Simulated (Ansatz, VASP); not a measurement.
SiO2: VASP beside Ansatz

```xyz
6
Lattice="4.2730 0.0000 0.0000 0.0000 4.2730 0.0000 0.0000 0.0000 2.6988" Properties=species:S:1:pos:R:3 pbc="T T T"
Si    0.0000    0.0000    0.0000
Si    2.1365    2.1365    1.3494
O     1.3151    1.3151    0.0000
O     0.8214    3.4516    1.3494
O     2.9579    2.9579    0.0000
O     3.4516    0.8214    1.3494
```

Alike in both runs: functional RPBE; k mesh 6 × 6 × 8; occupations gaussian, width 0.1 eV; no spin polarisation.

Ansatz relaxed the structure, and its values are those at the end. VASP's run is a single point on that final structure, the one shown.

|  | VASP | Ansatz |
| --- | --- | --- |
| version | VASP 6.6.1 | Ansatz 0.2.0 |
| potentials or method | VASP PAW PBE potentials, release 64 (Si, O), cutoff 520 eV | scalar-relativistic, plane waves, PAW |
| valence electrons in the cell | 32 | 32 |

```tsv
	VASP	Ansatz	Ansatz less VASP
gap on the k mesh at the Fermi level (eV)	4.81	4.83	+0.016
least direct gap on the mesh (eV)	4.81	4.83	+0.016
pressure (GPa)	-0.4	0.1	+0.47
rms of the force components (eV/Å)	0.003	0.000	-0.0035
```

VASP's potentials were made for PBE, not for RPBE. With one functional, cell and mesh, what is left measures potentials, basis and numerics.
